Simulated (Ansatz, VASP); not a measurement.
# One calculation of CdO, two programs

```xyz
2
Lattice="0.0000 2.3591 2.3591 2.3591 0.0000 2.3591 2.3591 2.3591 0.0000" Properties=species:S:1:pos:R:3 pbc="T T T"
Cd    0.0000    0.0000    0.0000
O     2.3591    2.3591    2.3591
```

Alike in both runs: task single point; functional PBE; k mesh 7 × 7 × 7; no spin polarisation.

|  | VASP | Ansatz |
| --- | --- | --- |
| version | VASP 6.6.1 | Ansatz 0.2.0 |
| potentials or method | VASP PAW PBE potentials, release 64 (Cd, O), cutoff 600 eV | PAW plane waves |
| occupations | fermi-dirac, width 0.1 eV | fermi-dirac |
| valence electrons in the cell | 18 | 26 |

VASP gave:

| Property | Result |
| --- | --- |
| gap on the k mesh at the Fermi level (eV) | none |
| pressure (GPa) | 5.5 |

Question: Estimate Ansatz's values.

Answer: gap on the k mesh at the Fermi level (eV): none; pressure (GPa): 4.3.

A gap of «none» marks a metal or a gap that the smearing closes. VASP's potentials hold 18 valence electrons a cell and Ansatz's 26, so a difference there can come from the potentials and not from the codes.
